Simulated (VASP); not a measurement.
# Er3RuC (P4/mmm) in VASP: notebook, part 2 of 3

VASP 6.6.1. Earlier steps stand in the parts before.

### 3 Single point, PBE

This run uses another cell than the first one, of 24.75 Å³/atom.

INCAR

```
PREC = Accurate
ENCUT = 600
EDIFF = 1E-6
ISMEAR = 0
SIGMA = 0.1
LREAL = F
LASPH = T
NELM = 200
ALGO = Normal
ISIF = 2
LWAVE = F
LCHARG = T
GGA = PE
LELF = T
LVHAR = T
NBANDS = 30
GGA_COMPAT = F
LMAXMIX = 6
```

KPOINTS

```
Automatic mesh
0
Gamma
  4 4 4
```

POSCAR

```
Er3RuC
1.0
    5.1379351942      0.0000000000      0.0000000000
    0.0000000000      5.1379351942      0.0000000000
    0.0000000000      0.0000000000      4.6881683180
Er Ru C
3 1 1
Direct
    0.0000000000      0.5000000000      0.5000000000
    0.5000000000      0.0000000000      0.5000000000
    0.5000000000      0.5000000000      0.0000000000
    0.0000000000      0.0000000000      0.5000000000
    0.5000000000      0.5000000000      0.5000000000
```

Potentials or basis: VASP PAW PBE potentials, release 64 (Er_3, Ru_pv, C), 4f in core.

Launch:

```console
$ cat potpaw_PBE.64/Er_3/POTCAR potpaw_PBE.64/Ru_pv/POTCAR potpaw_PBE.64/C/POTCAR > POTCAR
$ mpirun -np 1 vasp_std > vasp.out
```

OUTCAR:

```text
PREC = Accurate
   ENCUT = 600
   EDIFF = 1E-6
   ISMEAR = 0
   LREAL = F
   LASPH = T
   NELM = 200
   ISIF = 2
   GGA = PE

 ion  position               nearest neighbor table
   1  0.000  0.500  0.500-   4 2.57   5 2.57   4 2.57   5 2.57   3 3.48   3 3.48   3 3.48   3 3.48
                             2 3.63   2 3.63   2 3.63   2 3.63
   2  0.500  0.000  0.500-   4 2.57   5 2.57   5 2.57   4 2.57   3 3.48   3 3.48   3 3.48   3 3.48
                             1 3.63   1 3.63   1 3.63   1 3.63
   3  0.500  0.500  0.000-   5 2.34   5 2.34   1 3.48   1 3.48   2 3.48   2 3.48   2 3.48   2 3.48
                             1 3.48   1 3.48
   4  0.000  0.000  0.500-   1 2.57   2 2.57   1 2.57   2 2.57
   5  0.500  0.500  0.500-   3 2.34   3 2.34   1 2.57   2 2.57   2 2.57   1 2.57

  LATTYP: Found a simple tetragonal cell.
 ALAT       =     5.1379351942
 C/A-ratio  =     0.9124615513

  Lattice vectors:

 A1 = (   5.1379351942,   0.0000000000,   0.0000000000)
 A2 = (   0.0000000000,   5.1379351942,   0.0000000000)
 A3 = (   0.0000000000,   0.0000000000,   4.6881683180)

Analysis of symmetry for initial positions (statically):
=====================================================================
 Subroutine PRICEL returns:
 Original cell was already a primitive cell.

 Routine SETGRP: Setting up the symmetry group for a
 simple tetragonal supercell.

 Subroutine GETGRP returns: Found 16 space group operations
 (whereof 16 operations were pure point group operations)
 out of a pool of 16 trial point group operations.

The static configuration has the point symmetry D_4h.

Analysis of symmetry for dynamics (positions and initial velocities):
=====================================================================
 Subroutine PRICEL returns:
 Original cell was already a primitive cell.

 Routine SETGRP: Setting up the symmetry group for a
 simple tetragonal supercell.

 Subroutine GETGRP returns: Found 16 space group operations
 (whereof 16 operations were pure point group operations)
 out of a pool of 16 trial point group operations.

The dynamic configuration has the point symmetry D_4h.

 Subroutine INISYM returns: Found 16 space group operations
 (whereof 16 operations are pure point group operations),
 and found     1 'primitive' translations

----------------------------------------------------------------------------------------

                                     Primitive cell

  volume of cell :     123.7600

  direct lattice vectors                    reciprocal lattice vectors
     5.137935194  0.000000000  0.000000000     0.194630715  0.000000000  0.000000000
     0.000000000  5.137935194  0.000000000     0.000000000  0.194630715  0.000000000
     0.000000000  0.000000000  4.688168318     0.000000000  0.000000000  0.213302922

  length of vectors
     5.137935194  5.137935194  4.688168318     0.194630715  0.194630715  0.213302922

  position of ions in fractional coordinates (direct lattice)
     0.000000000  0.500000000  0.500000000
     0.500000000  0.000000000  0.500000000
     0.500000000  0.500000000  0.000000000
     0.000000000  0.000000000  0.500000000
     0.500000000  0.500000000  0.500000000

  ion indices of the primitive-cell ions
   primitive index   ion index
                 1           1
                 2           2
[... 31 lines left out ...]
            Coordinates               Weight
  0.000000  0.000000  0.000000      1.000000
  0.250000  0.000000  0.000000      4.000000
  0.500000  0.000000  0.000000      2.000000
  0.250000  0.250000  0.000000      4.000000
  0.500000  0.250000  0.000000      4.000000
  0.500000  0.500000  0.000000      1.000000
[... 10 lines left out ...]
  0.500000  0.250000  0.500000      4.000000
  0.500000  0.500000  0.500000      1.000000
   k-points           NKPTS =     18   k-points in BZ     NKDIM =     18   number of bands    NBANDS=     30
   number of dos      NEDOS =    301   number of ions     NIONS =      5
   total plane-waves  NPLWV =  70560
   dimension x,y,z NGX =    42 NGY =   42 NGZ =   40
   dimension x,y,z NGXF=    84 NGYF=   84 NGZF=   80
   ions per type =               3   1   1
   NGX,Y,Z   is equivalent  to a cutoff of  13.59, 13.59, 14.18 a.u.
   NGXF,Y,Z  is equivalent  to a cutoff of  27.18, 27.18, 28.37 a.u.
 SYSTEM =  unknown system
   PREC   = accura    normal or accurate (medium, high low for compatibility)
   ISTART =      0    job   : 0-new  1-cont  2-samecut
   ICHARG =      2    charge: 1-file 2-atom 10-const
   ISPIN  =      1    spin polarized calculation?
   LNONCOLLINEAR =      F non collinear calculations
   LSORBIT =      F    spin-orbit coupling
   LASPH  =      T    aspherical Exc in radial PAW
   ENCUT  =  600.0 eV  44.10 Ry    6.64 a.u.  10.26 10.26  9.36*2*pi/ulx,y,z
   NELM   =    200;   NELMIN=  2; NELMDL= -5     # of ELM steps
   EDIFF  = 0.1E-05   stopping-criterion for ELM
   LREAL  =      F    real-space projection
   EDIFFG = 0.1E-04   stopping-criterion for IOM
   NSW    =      0    number of steps for IOM
   IBRION =     -1    ionic relax: 0-MD 1-quasi-New 2-CG
   NFREE  =      0    steps in history (QN), initial steepest desc. (CG)
   ISIF   =      2    stress and relaxation
   ISYM   =      2    0-nonsym 1-usesym 2-fastsym
   POTIM  = 0.5000    time-step for ionic-motion
   TEBEG  =    0.0;   TEEND  =   0.0 temperature during run
   PSTRESS=    0.0 pullay stress
   NELECT =      45.0000    total number of electrons
   NUPDOWN=      -1.0000    fix difference up-down
   EMIN   =  10.00;   EMAX   =-10.00  energy-range for DOS
   EFERMI =   0.00;   METHOD = LEGACY
   ISMEAR =     0;   SIGMA  =   0.10  broadening in eV -4-tet -1-fermi 0-gaus
   EFERMI_NEDOS =   21; number of points for ismear=-14 and -15
   IALGO  =     38    algorithm
   IMIX   =      4    mixing-type and parameters
     AMIX     =   0.40;   BMIX     =  1.00
     AMIX_MAG =   1.60;   BMIX_MAG =  1.00
  volume/ion in A,a.u.               =      24.75       167.03
  Fermi-wavevector in a.u.,A,eV,Ry     =   1.168473  2.208095 18.576446  1.365330
  Thomas-Fermi vector in A             =   2.304960
   LORBIT       =      0    0 simple, 1 ext, 2 COOP (PROOUT), +10 PAW based schemes
   GGA     = PE    functional components
   LHFCALC =     F    Hartree Fock is set to
   AEXX    =    0.0000 exact exchange contribution
   IVDW    =     0    specifies the selected vdW correction
   LEPSILON=     F    determine dielectric tensor
   LRPA    =     F    only Hartree local field effects (RPA)
 non-spin polarized calculation
 Gauss-broadening in eV      SIGMA  =   0.10
  energy-cutoff  :      600.00
  volume of cell :      123.76
 maximum number of plane-waves:      4162
 NGX is ok and might be reduce to    42
   NGX = 21   NGY = 21   NGZ = 19

 number of electron      45.0000004 magnetization

 Free energy of the ion-electron system (eV)
  ---------------------------------------------------
  ext. energy  EPLUGINS =         0.00000000
  ---------------------------------------------------
  free energy    TOTEN  =       -29.89206362 eV

  energy without entropy =      -29.86588394  energy(sigma->0) =      -29.87897378

 E-fermi :   3.2485     XC(G=0):  -9.8773

 val. band max:        3.2033269114   @ k =   0.5000   0.0000   0.2500
 cond. band min:       3.2988973473   @ k =   0.2500   0.0000   0.2500
 fundamental gap:      0.0955704358
 Fermi energy:         3.2484856309

 k-point     1 :       0.0000    0.0000    0.0000
  band No.  band energies     occupation
      1     -38.3117      2.00000
      2     -38.3117      2.00000
      3     -38.1127      2.00000
      4     -21.6845      2.00000
      5     -21.6845      2.00000
      6     -21.3651      2.00000
[... 583 lines left out ...]
     29       5.4681      0.00000
     30       5.8436      0.00000

------------------------ aborting loop because EDIFF is reached ----------------------------------------

  FORCE on cell =-STRESS in cart. coord.  units (eV):
  Direction    XX          YY          ZZ          XY          YZ          ZX
  --------------------------------------------------------------------------------------
  -------------------------------------------------------------------------------------
  Total        0.9556434      0.9556434      0.5996442      0.0000000     -0.0000000     -0.0000000
  in kB       12.3716034     12.3716034      7.7628957      0.0000000     -0.0000000     -0.0000000
  external PRESSURE =      10.8353675 kB  Pullay stress =       0.0000000 kB

 VOLUME and BASIS-vectors are now :
 -----------------------------------------------------------------------------
  energy-cutoff  :      600.00
  volume of cell :      123.76
      direct lattice vectors                 reciprocal lattice vectors
     5.137935194  0.000000000  0.000000000     0.194630715  0.000000000  0.000000000
     0.000000000  5.137935194  0.000000000     0.000000000  0.194630715  0.000000000
     0.000000000  0.000000000  4.688168318     0.000000000  0.000000000  0.213302922

 POSITION                                       TOTAL-FORCE (eV/Angst)
 -----------------------------------------------------------------------------------
      0.00000      2.56897      2.34408         0.000000      0.000000      0.000000
      2.56897      0.00000      2.34408         0.000000      0.000000      0.000000
      2.56897      2.56897      0.00000         0.000000      0.000000      0.000000
      0.00000      0.00000      2.34408         0.000000      0.000000      0.000000
      2.56897      2.56897      2.34408         0.000000      0.000000      0.000000
 -----------------------------------------------------------------------------------
    total drift:                                0.000000     -0.000000      0.000000

  FREE ENERGIE OF THE ION-ELECTRON SYSTEM (eV)
  ---------------------------------------------------
  free  energy   TOTEN  =       -29.8920636232 eV

  energy  without entropy=      -29.8658839416  energy(sigma->0) =      -29.87897378
```

Wall time 62 s (1 thread of Intel Xeon 6975P-C (Granite Rapids), shared host); peak memory 0.3 GiB.

Results:

```yaml
Free_energy: -29.8921 eV
Pressure: 1.1 GPa
Band_gap_on_the_k_mesh: zero (an odd number of electrons rules out a gap without spin polarisation)
```

Levels at points of the mesh, in eV from the Fermi level:
| k point | band 20 | band 21 | band 22 | band 23 | band 24 | band 25 |
| --- | --- | --- | --- | --- | --- | --- |
| (0.00, 0.00, 0.00) | -0.67 | -0.64 | -0.64 | 0.08 | 0.80 | 0.80 |
| (0.50, 0.00, 0.00) | -1.19 | -0.05 | 0.10 | 0.18 | 0.35 | 0.44 |
| (0.50, 0.50, 0.00) | -0.93 | -0.41 | -0.15 | -0.15 | -0.10 | 1.00 |
| (0.00, 0.00, 0.50) | -1.46 | -1.46 | -1.23 | -0.26 | 0.88 | 2.04 |
| (0.50, 0.00, 0.50) | -0.67 | -0.45 | -0.32 | 0.56 | 0.74 | 1.42 |
| (0.50, 0.50, 0.50) | -1.21 | -0.40 | -0.23 | 0.72 | 0.97 | 1.43 |

Caveat: spin-orbit coupling is left out, which moves the levels of the heavy elements; the 4f electrons are frozen in the core, so they carry no moment and show no levels.

(Part 2 of 3 ends here.)

The gap in the log of VASP goes by the Fermi energy; the results here count the filled bands.